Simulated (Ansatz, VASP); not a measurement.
**Ti3H in VASP and in Ansatz**

```
Ti H
1.0
     4.60398    0.00000    0.00000
    -2.30199    3.98716    0.00000
     0.00000    0.00000   22.49699
Ti H
6 2
Direct
  0.66667 0.33333 0.17780
  0.33333 0.66667 0.21958
  0.00000 0.00000 0.26135
  0.66667 0.33333 0.29806
  0.33333 0.66667 0.33046
  0.00000 0.00000 0.37769
  0.21740 0.78260 0.42615
  0.44927 0.55073 0.42615
```

Alike in both runs: task single point; functional PBE; k mesh 6 × 6 × 1; occupations gaussian, width 0.1 eV; no spin polarisation.

|  | VASP | Ansatz |
| --- | --- | --- |
| version | VASP 6.6.1 | Ansatz 0.2.0 |
| potentials or method | VASP PAW PBE potentials, release 64 (Ti_sv, H), cutoff 520 eV | scalar-relativistic, plane waves, PAW |
| valence electrons in the cell | 74 | 74 |

VASP gave:

| Item | Value |
| --- | --- |
| gap on the k mesh at the Fermi level (eV) | none |
| rms of the force components (eV/Å) | 0.783 |

What did Ansatz give for the same quantities?

gap on the k mesh at the Fermi level (eV): none; rms of the force components (eV/Å): 0.784.

Atom by atom the forces differ by 0.005 eV/Å (rms over components). A gap of «none» marks a metal or a gap that the smearing closes. Ansatz's warnings: xc potential rough in thin density.
